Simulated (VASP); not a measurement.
# AlN (Fm-3m) in VASP: notebook, part 2 of 2

VASP 6.6.1. Earlier steps stand in the parts before.

**3. Relaxation of cell and atoms, LDA**

This run uses another cell than the first one, of 8.06 Å³/atom.

INCAR reads:

```
SYSTEM = AlN
ALGO = Normal
EDIFF = 1E-7
EDIFFG = -0.002
ENCUT = 600
GGA = CA
GGA_COMPAT = .False.
IBRION = 2
ISIF = 3
ISMEAR = 0
LASPH = .True.
LCHARG = .False.
LREAL = .False.
LWAVE = .False.
NELM = 120
NELMIN = 4
NSW = 100
PREC = Accurate
SIGMA = 0.02
```

KPOINTS reads:

```
k-points
0
Gamma
  10 10 10
  0 0 0
```

POSCAR reads:

```
AlN
1.0
    0.0000000000      2.0052123042      2.0052123042
    2.0052123042      0.0000000000      2.0052123042
    2.0052123042      2.0052123042      0.0000000000
Al N
1 1
Direct
    0.5000000000      0.5000000000      0.5000000000
    0.0000000000      0.0000000000      0.0000000000
```

Potentials or basis: VASP PAW LDA potentials, release 64 (Al, N).

Started as:

```sh
$ cat potpaw_LDA.64/Al/POTCAR potpaw_LDA.64/N/POTCAR > POTCAR
$ mpirun -np 1 vasp_std > vasp.out
```

OUTCAR:

```text
SYSTEM = AlN
   EDIFF = 1E-7
   EDIFFG = -0.002
   ENCUT = 600
   GGA = CA
   IBRION = 2
   ISIF = 3
   ISMEAR = 0
   LASPH = .True.
   LREAL = .False.
   NELM = 120
   NELMIN = 4
   NSW = 100
   PREC = Accurate

 ion  position               nearest neighbor table
   1  0.500  0.500  0.500-   2 2.01   2 2.01   2 2.01   2 2.01   2 2.01   2 2.01
   2  0.000  0.000  0.000-   1 2.01   1 2.01   1 2.01   1 2.01   1 2.01   1 2.01

  LATTYP: Found a face centered cubic cell.
 ALAT       =     4.0104246084

  Lattice vectors:

 A1 = (   0.0000000000,   2.0052123042,   2.0052123042)
 A2 = (   2.0052123042,   0.0000000000,   2.0052123042)
 A3 = (   2.0052123042,   2.0052123042,   0.0000000000)

Analysis of symmetry for initial positions (statically):
=====================================================================
 Subroutine PRICEL returns:
 Original cell was already a primitive cell.

 Routine SETGRP: Setting up the symmetry group for a
 face centered cubic supercell.

 Subroutine GETGRP returns: Found 48 space group operations
 (whereof 48 operations were pure point group operations)
 out of a pool of 48 trial point group operations.

The static configuration has the point symmetry O_h .

Analysis of symmetry for dynamics (positions and initial velocities):
=====================================================================
 Subroutine PRICEL returns:
 Original cell was already a primitive cell.

 Routine SETGRP: Setting up the symmetry group for a
 face centered cubic supercell.

 Subroutine GETGRP returns: Found 48 space group operations
 (whereof 48 operations were pure point group operations)
 out of a pool of 48 trial point group operations.

The dynamic configuration has the point symmetry O_h .

 Subroutine INISYM returns: Found 48 space group operations
 (whereof 48 operations are pure point group operations),
 and found     1 'primitive' translations

----------------------------------------------------------------------------------------

                                     Primitive cell

  volume of cell :      16.1254

  direct lattice vectors                    reciprocal lattice vectors
     0.000000000  2.005212304  2.005212304    -0.249350156  0.249350156  0.249350156
     2.005212304  0.000000000  2.005212304     0.249350156 -0.249350156  0.249350156
     2.005212304  2.005212304  0.000000000     0.249350156  0.249350156 -0.249350156

  length of vectors
     2.835798436  2.835798436  2.835798436     0.431887138  0.431887138  0.431887138

  position of ions in fractional coordinates (direct lattice)
     0.500000000  0.500000000  0.500000000
     0.000000000  0.000000000  0.000000000

  ion indices of the primitive-cell ions
   primitive index   ion index
                 1           1
                 2           2

----------------------------------------------------------------------------------------

 KPOINTS: k-points

Automatic generation of k-mesh.
[... 27 lines left out ...]
  0.400000  0.000000  0.000000      8.000000
  0.500000  0.000000  0.000000      4.000000
[... 16 lines left out ...]
  0.300000  0.300000  0.000000      6.000000
  0.400000  0.300000  0.000000     24.000000
 [... further k-points ...]
   k-points           NKPTS =     47   k-points in BZ     NKDIM =     47   number of bands    NBANDS=      8
   number of dos      NEDOS =    301   number of ions     NIONS =      2
   total plane-waves  NPLWV =  13824
   dimension x,y,z NGX =    24 NGY =   24 NGZ =   24
   dimension x,y,z NGXF=    48 NGYF=   48 NGZF=   48
   ions per type =               1   1
   NGX,Y,Z   is equivalent  to a cutoff of  14.07, 14.07, 14.07 a.u.
   NGXF,Y,Z  is equivalent  to a cutoff of  28.14, 28.14, 28.14 a.u.
 SYSTEM =  AlN
   PREC   = accura    normal or accurate (medium, high low for compatibility)
   ISTART =      0    job   : 0-new  1-cont  2-samecut
   ICHARG =      2    charge: 1-file 2-atom 10-const
   ISPIN  =      1    spin polarized calculation?
   LNONCOLLINEAR =      F non collinear calculations
   LSORBIT =      F    spin-orbit coupling
   LASPH  =      T    aspherical Exc in radial PAW
   ENCUT  =  600.0 eV  44.10 Ry    6.64 a.u.   5.66  5.66  5.66*2*pi/ulx,y,z
   NELM   =    120;   NELMIN=  4; NELMDL= -5     # of ELM steps
   EDIFF  = 0.1E-06   stopping-criterion for ELM
   LREAL  =      F    real-space projection
   EDIFFG = -.2E-02   stopping-criterion for IOM
   NSW    =    100    number of steps for IOM
   IBRION =      2    ionic relax: 0-MD 1-quasi-New 2-CG
   NFREE  =      1    steps in history (QN), initial steepest desc. (CG)
   ISIF   =      3    stress and relaxation
   ISYM   =      2    0-nonsym 1-usesym 2-fastsym
   POTIM  = 0.5000    time-step for ionic-motion
   TEBEG  =    0.0;   TEEND  =   0.0 temperature during run
   PSTRESS=    0.0 pullay stress
   NELECT =       8.0000    total number of electrons
   NUPDOWN=      -1.0000    fix difference up-down
   EMIN   =  10.00;   EMAX   =-10.00  energy-range for DOS
   EFERMI =   0.00;   METHOD = LEGACY
   ISMEAR =     0;   SIGMA  =   0.02  broadening in eV -4-tet -1-fermi 0-gaus
   EFERMI_NEDOS =   21; number of points for ismear=-14 and -15
   IALGO  =     38    algorithm
   IMIX   =      4    mixing-type and parameters
     AMIX     =   0.40;   BMIX     =  1.00
     AMIX_MAG =   1.60;   BMIX_MAG =  1.00
  volume/ion in A,a.u.               =       8.06        54.41
  Fermi-wavevector in a.u.,A,eV,Ry     =   1.295988  2.449063 22.852156  1.679586
  Thomas-Fermi vector in A             =   2.427473
   LORBIT       =      0    0 simple, 1 ext, 2 COOP (PROOUT), +10 PAW based schemes
   GGA     = CA    functional components
   LHFCALC =     F    Hartree Fock is set to
   AEXX    =    0.0000 exact exchange contribution
   IVDW    =     0    specifies the selected vdW correction
   LEPSILON=     F    determine dielectric tensor
   LRPA    =     F    only Hartree local field effects (RPA)
 conjugate gradient relaxation of ions
 non-spin polarized calculation
 Gauss-broadening in eV      SIGMA  =   0.02
  energy-cutoff  :      600.00
  volume of cell :       16.13
 maximum number of plane-waves:       548
   NGX = 11   NGY = 11   NGZ = 11

--------------------------------------- Ionic step        1  -------------------------------------------

 number of electron       8.0000000 magnetization

 Free energy of the ion-electron system (eV)
  ---------------------------------------------------
  ext. energy  EPLUGINS =         0.00000000
  ---------------------------------------------------
  free energy    TOTEN  =       -16.23127762 eV

  energy without entropy =      -16.23127762  energy(sigma->0) =      -16.23127762

------------------------ aborting loop because EDIFF is reached ----------------------------------------

  FORCE on cell =-STRESS in cart. coord.  units (eV):
  Direction    XX          YY          ZZ          XY          YZ          ZX
  --------------------------------------------------------------------------------------
  -------------------------------------------------------------------------------------
  Total        0.0645144      0.0645144      0.0645144      0.0000000     -0.0000000     -0.0000000
  in kB        6.4099771      6.4099771      6.4099771      0.0000000     -0.0000000     -0.0000000
  external PRESSURE =       6.4099771 kB  Pullay stress =       0.0000000 kB
[... 59 lines left out ...]
--------------------------------------- Ionic step        3  -------------------------------------------

 number of electron       8.0000000 magnetization

 Free energy of the ion-electron system (eV)
  ---------------------------------------------------
  ext. energy  EPLUGINS =         0.00000000
  ---------------------------------------------------
  free energy    TOTEN  =       -16.23135260 eV

  energy without entropy =      -16.23135260  energy(sigma->0) =      -16.23135260

 E-fermi :  10.1354     XC(G=0): -12.6779

 val. band max:       10.0014670205   @ k =   0.0000   0.0000   0.0000
 cond. band min:      14.6766917362   @ k =   0.5000   0.5000   0.0000
 fundamental gap:      4.6752247157
 Fermi energy:        10.1353802608

 k-point     1 :       0.0000    0.0000    0.0000
  band No.  band energies     occupation
      1      -7.6107      2.00000
      2      10.0015      2.00000
      3      10.0015      2.00000
      4      10.0015      2.00000
      5      16.0972      0.00000
      6      22.0929      0.00000
      7      22.0929      0.00000
      8      22.0929      0.00000
[... 243 lines left out ...]
 k-point    24 :       0.4000    0.3000    0.0000
  band No.  band energies     occupation
      1      -4.4694      2.00000
      2       4.0838      2.00000
      3       7.1233      2.00000
      4       7.6568      2.00000
      5      16.1545      0.00000
      6      16.8848      0.00000
      7      22.3558      0.00000
      8      25.6645      0.00000

 [... further k-points ...]
[... 5 lines left out ...]
  --------------------------------------------------------------------------------------
  -------------------------------------------------------------------------------------
  Total       -0.0001225     -0.0001225     -0.0001225     -0.0000000      0.0000000      0.0000000
  in kB       -0.0121441     -0.0121441     -0.0121441     -0.0000000      0.0000000      0.0000000
  external PRESSURE =      -0.0121441 kB  Pullay stress =       0.0000000 kB
[... 17 lines left out ...]
  FREE ENERGIE OF THE ION-ELECTRON SYSTEM (eV)
  ---------------------------------------------------
  free  energy   TOTEN  =       -16.2313526008 eV

  energy  without entropy=      -16.2313526008  energy(sigma->0) =      -16.23135260

 reached required accuracy - stopping structural energy minimisation
```

Run time: 4.2 s. Hardware: 1 thread of Intel Xeon 6975P-C (Granite Rapids), shared host; peak memory 0.12 GiB.

What came out:

| Property | Result |
| --- | --- |
| Free energy | -16.2314 eV |
| Relaxed volume | 8.08 Å³/atom |
| Relaxed cell | a = 2.838 Å, b = 2.838 Å, c = 2.838 Å, α = 60.00°, β = 60.00°, γ = 60.00° |
| Space group after relaxing (to 0.1 Å) | Fm-3m (No. 225) |
| Energy gained by relaxing | 0.0 meV/atom |
| Ionic steps | 3 |
| Pressure after relaxing | 0.0 GPa |
| Band gap on the k mesh | 4.68 eV (least direct gap 6.10 eV) |

Final structure:
```
Al N
1.0
     0.00000    2.00676    2.00676
     2.00676    0.00000    2.00676
     2.00676    2.00676    0.00000
Al N
1 1
Cartesian
  2.0068 2.0068 2.0068
  0.0000 0.0000 0.0000
```

Levels at points of the mesh, in eV from the valence-band top:
```tsv
k point	band 1	band 2	band 3	band 4	band 5	band 6	band 7	band 8
(0.00, 0.00, 0.00)	-17.61	0.00	0.00	0.00	6.10	12.09	12.09	12.09
(0.50, 0.00, 0.00)	-14.18	-8.49	-1.12	-1.12	6.27	10.98	10.98	13.45
(0.50, 0.50, 0.00)	-13.14	-7.56	-2.87	-2.87	4.68	5.16	14.16	17.34
```

A k mesh can miss the band edges.
